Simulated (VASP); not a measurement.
# Mg8Zn3O12 (a cell with a defect) in VASP: further runs

Runs on Mg8Zn3O12 (a cell with a defect). Level: PBEsol. Tasks: single point.

Everything below comes from runs of VASP 6.6.1. Logs are shortened: lines on timing, memory, paths and dates and some standing lists are left out, and cuts for length are marked.

## (1) The cell of the first run

The cell holds a defect, 23 atoms: a = 5.994 Å, b = 5.994 Å, c = 7.307 Å, α = 90.00°, β = 90.00°, γ = 120.00°.

## (2) Single point, PBEsol (atoms taken out, then relaxed in part)

File INCAR:

```
SYSTEM = Mg8Zn3O12
PREC     = Accurate       ! precision mode
ENCUT    = 520            ! plane-wave cutoff, eV
EDIFF    = 1E-7           ! SCF threshold, eV
ISMEAR   = 0              ! smearing method
SIGMA    = 0.05           ! smearing width, eV
LREAL    = Auto         
LASPH    = .TRUE.         ! aspherical terms in the spheres
NELM     = 100            ! most SCF steps
ALGO     = Normal         ! electronic algorithm
ISIF     = 2              ! what is computed and relaxed
LWAVE    = .FALSE.        ! write WAVECAR
LCHARG   = .FALSE.        ! write CHGCAR
GGA      = PS             ! functional
NELECT   = 126.0        
NBANDS   = 79             ! bands
```

File KPOINTS:

```
Automatic mesh
0
G
  6 6 4
  0 0 0
```

File POSCAR:

```
Mg8Zn3O12
1.0
    2.9968604837     -5.1907146209      0.0000000000
   -5.9937209673      0.0000000000      0.0000000000
    0.0000000000      0.0000000000     -7.3066930200
Mg Zn O
8 3 12
Direct
    0.1628467472      0.3256934945      0.3235322544
    0.6666666667      0.3333333333      0.3379061935
    0.1628467472      0.8371532528      0.3235322544
    0.6743065055      0.8371532528      0.3235322544
    0.3256934945      0.1628467472      0.6764677456
    0.8371532528      0.1628467472      0.6764677456
    0.3333333333      0.6666666667      0.6620938065
    0.8371532528      0.6743065055      0.6764677456
    0.5000000000      0.0000000000      1.0000000000
    0.0000000000      0.5000000000      1.0000000000
    0.5000000000      0.5000000000      1.0000000000
    0.1740239757      0.3480479515      0.8213069885
    0.6666666667      0.3333333333      0.8251378020
    0.1740239757      0.8259760243      0.8213069885
    0.6519520485      0.8259760243      0.8213069885
    0.3480479515      0.1740239757      0.1786930115
    0.8259760243      0.1740239757      0.1786930115
    0.3333333333      0.6666666667      0.1748621980
    0.8259760243      0.6519520485      0.1786930115
    0.0000000000      0.5000000000      0.5000000000
    0.5000000000      0.5000000000      0.5000000000
    0.0000000000      1.0000000000      0.5000000000
    0.5000000000      1.0000000000      0.5000000000
```

Potentials or basis: VASP PAW PBE potentials, release 64 (Mg, Zn, O).

On the command line:

```console
$ cat potpaw_PBE.64/Mg/POTCAR potpaw_PBE.64/Zn/POTCAR potpaw_PBE.64/O/POTCAR > POTCAR
$ mpirun -np 1 vasp_std > vasp.out
```

OUTCAR:

```text
SYSTEM = Mg8Zn3O12
   PREC = Accurate
   ENCUT = 520
   EDIFF = 1E-7
   ISMEAR = 0
   LREAL = Auto
   LASPH = .TRUE.
   NELM = 100
   ISIF = 2
   GGA = PS
   NELECT = 126.0

 ion  position               nearest neighbor table
   1  0.163  0.326  0.324-  17 2.05  16 2.05  18 2.08  22 2.13  20 2.17  21 2.17   4 2.93   3 2.93
                            10 2.94  11 2.94   2 3.00   2 3.00   7 3.04   4 3.07   3 3.07   6 3.08
   2  0.667  0.333  0.338-  19 2.02  16 2.02  17 2.02  23 2.10  20 2.10  21 2.10   4 3.00   1 3.00
                             3 3.00   3 3.00   4 3.00   1 3.00   9 3.01  10 3.01  11 3.01   8 3.04
   3  0.163  0.837  0.324-  16 2.05  19 2.05  18 2.08  22 2.13  20 2.17  23 2.17   1 2.93   4 2.93
                            10 2.94   9 2.94   2 3.00   2 3.00   7 3.04   1 3.07   4 3.07   5 3.08
   4  0.674  0.837  0.324-  17 2.05  19 2.05  18 2.08  22 2.13  23 2.17  21 2.17   1 2.93   3 2.93
                             9 2.94  11 2.94   2 3.00   2 3.00   7 3.04   1 3.07   3 3.07   6 3.08
   5  0.326  0.163  0.676-  14 2.05  12 2.05  13 2.08  22 2.13  23 2.17  21 2.17   8 2.93   6 2.93
                             9 2.94  11 2.94   7 3.00   7 3.00   2 3.04   8 3.07   6 3.07   3 3.08
   6  0.837  0.163  0.676-  15 2.05  12 2.05  13 2.08  22 2.13  20 2.17  23 2.17   8 2.93   5 2.93
                            10 2.94   9 2.94   7 3.00   7 3.00   2 3.04   8 3.07   5 3.07   4 3.08
   7  0.333  0.667  0.662-  12 2.02  15 2.02  14 2.02  23 2.10  20 2.10  21 2.10   5 3.00   8 3.00
                             6 3.00   6 3.00   5 3.00   8 3.00   9 3.01  10 3.01  11 3.01   1 3.04
   8  0.837  0.674  0.676-  14 2.05  15 2.05  13 2.08  22 2.13  20 2.17  21 2.17   5 2.93   6 2.93
                            10 2.94  11 2.94   7 3.00   7 3.00   2 3.04   5 3.07   6 3.07   3 3.08
   9  0.500  0.000  0.000-  15 2.14  16 2.14  14 2.14  17 2.14  13 2.15  18 2.15   4 2.94   5 2.94
                             3 2.94   6 2.94  10 3.00  10 3.00  11 3.00  11 3.00   2 3.01   7 3.01
  10  0.000  0.500  0.000-  12 2.14  19 2.14  17 2.14  14 2.14  18 2.15  13 2.15   1 2.94   8 2.94
                             6 2.94   3 2.94   9 3.00   9 3.00  11 3.00  11 3.00   7 3.01   2 3.01
  11  0.500  0.500  0.000-  15 2.14  16 2.14  12 2.14  19 2.14  18 2.15  13 2.15   4 2.94   5 2.94
                             1 2.94   8 2.94   9 3.00   9 3.00  10 3.00  10 3.00   7 3.01   2 3.01
  12  0.174  0.348  0.821-   7 2.02   6 2.05   5 2.05  10 2.14  11 2.14
  13  0.667  0.333  0.825-   8 2.08   5 2.08   6 2.08   9 2.15  10 2.15  11 2.15
  14  0.174  0.826  0.821-   7 2.02   5 2.05   8 2.05  10 2.14   9 2.14
  15  0.652  0.826  0.821-   7 2.02   6 2.05   8 2.05   9 2.14  11 2.14
  16  0.348  0.174  0.179-   2 2.02   3 2.05   1 2.05   9 2.14  11 2.14
  17  0.826  0.174  0.179-   2 2.02   4 2.05   1 2.05  10 2.14   9 2.14
  18  0.333  0.667  0.175-   1 2.08   4 2.08   3 2.08   9 2.15  10 2.15  11 2.15
  19  0.826  0.652  0.179-   2 2.02   3 2.05   4 2.05  10 2.14  11 2.14
  20  0.000  0.500  0.500-   2 2.10   7 2.10   1 2.17   8 2.17   3 2.17   6 2.17
  21  0.500  0.500  0.500-   2 2.10   7 2.10   5 2.17   4 2.17   1 2.17   8 2.17
  22  0.000  0.000  0.500-   3 2.13   6 2.13   1 2.13   8 2.13   4 2.13   5 2.13
  23  0.500  0.000  0.500-   2 2.10   7 2.10   5 2.17   4 2.17   6 2.17   3 2.17

  LATTYP: Found a hexagonal cell.
 ALAT       =     5.9937209673
 C/A-ratio  =     1.2190579207

  Lattice vectors:

 A1 = (   2.9968604837,  -5.1907146209,   0.0000000000)
 A2 = (  -5.9937209673,   0.0000000000,   0.0000000000)
 A3 = (   0.0000000000,   0.0000000000,  -7.3066930200)

Analysis of symmetry for initial positions (statically):
=====================================================================
 Subroutine PRICEL returns:
 Original cell was already a primitive cell.

 Routine SETGRP: Setting up the symmetry group for a
 hexagonal supercell.

 Subroutine GETGRP returns: Found 12 space group operations
 (whereof 12 operations were pure point group operations)
 out of a pool of 24 trial point group operations.

The static configuration has the point symmetry D_3d.

Analysis of symmetry for dynamics (positions and initial velocities):
=====================================================================
 Subroutine PRICEL returns:
 Original cell was already a primitive cell.

 Routine SETGRP: Setting up the symmetry group for a
 hexagonal supercell.

 Subroutine GETGRP returns: Found 12 space group operations
 (whereof 12 operations were pure point group operations)
 out of a pool of 24 trial point group operations.

The dynamic configuration has the point symmetry D_3d.

 Subroutine INISYM returns: Found 12 space group operations
 (whereof 12 operations are pure point group operations),
 and found     1 'primitive' translations

----------------------------------------------------------------------------------------

[... 77 lines left out ...]

  Length of vectors
     0.032108617  0.032108617  0.034215205

  Shift w.r.t. Gamma in fractional coordinates (k-lattice)
     0.000000000  0.000000000  0.000000000

 Subroutine IBZKPT returns following result:
 ===========================================

 Found     24 irreducible k-points:

 Following reciprocal coordinates:
            Coordinates               Weight
  0.000000  0.000000  0.000000      1.000000
  0.166667  0.000000  0.000000      6.000000
  0.333333  0.000000  0.000000      6.000000
  0.500000  0.000000  0.000000      3.000000
  0.166667  0.166667  0.000000      6.000000
  0.333333  0.166667  0.000000     12.000000
[... 16 lines left out ...]
  0.333333  0.166667  0.500000     12.000000
  0.333333  0.333333  0.500000      2.000000
   k-points           NKPTS =     24   k-points in BZ     NKDIM =     24   number of bands    NBANDS=     79
   number of dos      NEDOS =    301   number of ions     NIONS =     23
   total plane-waves  NPLWV = 124416
   dimension x,y,z NGX =    48 NGY =   48 NGZ =   54
   dimension x,y,z NGXF=    96 NGYF=   96 NGZF=  108
   ions per type =               8   3  12
   NGX,Y,Z   is equivalent  to a cutoff of  13.31, 13.31, 12.29 a.u.
   NGXF,Y,Z  is equivalent  to a cutoff of  26.63, 26.63, 24.57 a.u.
 SYSTEM =  Mg8Zn3O12
   PREC   = accura    normal or accurate (medium, high low for compatibility)
   ISTART =      0    job   : 0-new  1-cont  2-samecut
   ICHARG =      2    charge: 1-file 2-atom 10-const
   ISPIN  =      1    spin polarized calculation?
   LNONCOLLINEAR =      F non collinear calculations
   LSORBIT =      F    spin-orbit coupling
   LASPH  =      T    aspherical Exc in radial PAW
   ENCUT  =  520.0 eV  38.22 Ry    6.18 a.u.  11.14 11.14 13.59*2*pi/ulx,y,z
   NELM   =    100;   NELMIN=  2; NELMDL= -5     # of ELM steps
   EDIFF  = 0.1E-06   stopping-criterion for ELM
   LREAL  =      T    real-space projection
   EDIFFG = 0.1E-05   stopping-criterion for IOM
   NSW    =      0    number of steps for IOM
   IBRION =     -1    ionic relax: 0-MD 1-quasi-New 2-CG
   NFREE  =      0    steps in history (QN), initial steepest desc. (CG)
   ISIF   =      2    stress and relaxation
   ISYM   =      2    0-nonsym 1-usesym 2-fastsym
   POTIM  = 0.5000    time-step for ionic-motion
   TEBEG  =    0.0;   TEEND  =   0.0 temperature during run
   PSTRESS=    0.0 pullay stress
   NELECT =     126.0000    total number of electrons
   NUPDOWN=      -1.0000    fix difference up-down
   EMIN   =  10.00;   EMAX   =-10.00  energy-range for DOS
   EFERMI =   0.00;   METHOD = LEGACY
   ISMEAR =     0;   SIGMA  =   0.05  broadening in eV -4-tet -1-fermi 0-gaus
   EFERMI_NEDOS =   21; number of points for ismear=-14 and -15
   IALGO  =     38    algorithm
   IMIX   =      4    mixing-type and parameters
     AMIX     =   0.40;   BMIX     =  1.00
     AMIX_MAG =   1.60;   BMIX_MAG =  1.00
  volume/ion in A,a.u.               =       9.88        66.70
  Fermi-wavevector in a.u.,A,eV,Ry     =   1.344777  2.541259 24.605106  1.808424
  Thomas-Fermi vector in A             =   2.472743
   LORBIT       =      0    0 simple, 1 ext, 2 COOP (PROOUT), +10 PAW based schemes
   GGA     = PS    functional components
   LHFCALC =     F    Hartree Fock is set to
   AEXX    =    0.0000 exact exchange contribution
   IVDW    =     0    specifies the selected vdW correction
   LEPSILON=     F    determine dielectric tensor
   LRPA    =     F    only Hartree local field effects (RPA)
 non-spin polarized calculation
 Gauss-broadening in eV      SIGMA  =   0.05
  energy-cutoff  :      520.00
  volume of cell :      227.32
 maximum number of plane-waves:      6147
 NGX is ok and might be reduce to    48
   NGX = 23   NGY = 23   NGZ = 27

 number of electron     125.9999999 magnetization

 Free energy of the ion-electron system (eV)
  ---------------------------------------------------
  ext. energy  EPLUGINS =         0.00000000
  ---------------------------------------------------
  free energy    TOTEN  =      -126.27303960 eV

  energy without entropy =     -126.27303960  energy(sigma->0) =     -126.27303960

 E-fermi :   2.9353     XC(G=0): -11.4536

 val. band max:        2.6690850147   @ k =   0.0000   0.0000   0.5000
 cond. band min:       5.8884962454   @ k =   0.0000   0.0000   0.0000
 fundamental gap:      3.2194112307
 Fermi energy:         2.9352905681

 k-point     1 :       0.0000    0.0000    0.0000
  band No.  band energies     occupation
      1     -15.1486      2.00000
      2     -14.4401      2.00000
      3     -14.3390      2.00000
      4     -13.8144      2.00000
      5     -13.6875      2.00000
      6     -13.6409      2.00000
[... 1861 lines left out ...]
     74      12.4001      0.00000
     75      12.7180      0.00000
 [bands above 75 left out]

------------------------ aborting loop because EDIFF is reached ----------------------------------------

  FORCE on cell =-STRESS in cart. coord.  units (eV):
  Direction    XX          YY          ZZ          XY          YZ          ZX
  --------------------------------------------------------------------------------------
  -------------------------------------------------------------------------------------
  Total       14.0760631     14.0760631     12.5907660     -0.0000000      0.0000000      0.0000000
  in kB       99.2081273     99.2081273     88.7397495     -0.0000000      0.0000000      0.0000000
  external PRESSURE =      95.7186681 kB  Pullay stress =       0.0000000 kB

 VOLUME and BASIS-vectors are now :
 -----------------------------------------------------------------------------
  energy-cutoff  :      520.00
  volume of cell :      227.32
      direct lattice vectors                 reciprocal lattice vectors
     2.996860484 -5.190714621  0.000000000     0.000000000 -0.192651701  0.000000000
    -5.993720967  0.000000000  0.000000000    -0.166841267 -0.096325850  0.000000000
     0.000000000  0.000000000 -7.306693020     0.000000000  0.000000000 -0.136860820

 POSITION                                       TOTAL-FORCE (eV/Angst)
 -----------------------------------------------------------------------------------
     -1.46409     -0.84529     -2.36395         0.004765      0.002751      0.008656
      0.00000     -3.46048     -2.46898         0.000000      0.000000      0.001050
     -4.52963     -0.84529     -2.36395        -0.004765      0.002751      0.008656
     -2.99686     -3.50013     -2.36395         0.000000     -0.005503      0.008656
      0.00000     -1.69058     -4.94274        -0.000000      0.005503     -0.008656
      1.53277     -4.34542     -4.94274         0.004765     -0.002751     -0.008656
[... 15 lines left out ...]
      0.00000      0.00000     -3.65335         0.000000      0.000000      0.000000
      1.49843     -2.59536     -3.65335         0.000000      0.000000      0.000000
 -----------------------------------------------------------------------------------
    total drift:                               -0.000000     -0.000000     -0.000000

  FREE ENERGIE OF THE ION-ELECTRON SYSTEM (eV)
  ---------------------------------------------------
  free  energy   TOTEN  =      -126.2730395979 eV

  energy  without entropy=     -126.2730395979  energy(sigma->0) =     -126.27303960
```

Run time: 17 min. Hardware: 1 thread of Intel Xeon Platinum 8488C (Sapphire Rapids), shared host; peak memory 0.49 GiB.

Results:

```yaml
Free_energy: -126.2730 eV
Largest_force: 0.079 eV/Å
```

Forces in eV/Å, atoms in the order of the input:
```
Mg   0.005  0.003  0.009
Mg   0.000  0.000  0.001
Mg  -0.005  0.003  0.009
Mg   0.000 -0.006  0.009
Mg   0.000  0.006 -0.009
Mg   0.005 -0.003 -0.009
Mg   0.000  0.000 -0.001
Mg  -0.005 -0.003 -0.009
Zn   0.000  0.000  0.000
Zn   0.000  0.000  0.000
Zn   0.000  0.000  0.000
O    0.021  0.012  0.060
O    0.000  0.000  0.079
O   -0.021  0.012  0.060
O    0.000 -0.024  0.060
O    0.000  0.024 -0.060
O    0.021 -0.012 -0.060
O    0.000  0.000 -0.079
O   -0.021 -0.012 -0.060
O    0.000  0.000  0.000
O    0.000  0.000  0.000
O    0.000  0.000  0.000
O    0.000  0.000  0.000
```

Caveat: the cell carries a net charge on a neutralising background, which shifts energy and pressure; the cell differs from its parent crystal (atoms taken out, then relaxed in part); the cell is charged against a uniform background, so pressure and absolute levels hang on convention; the PAW data sets were made with another functional, which shifts forces and pressure a little.

(Continued in part 2 of 2.)
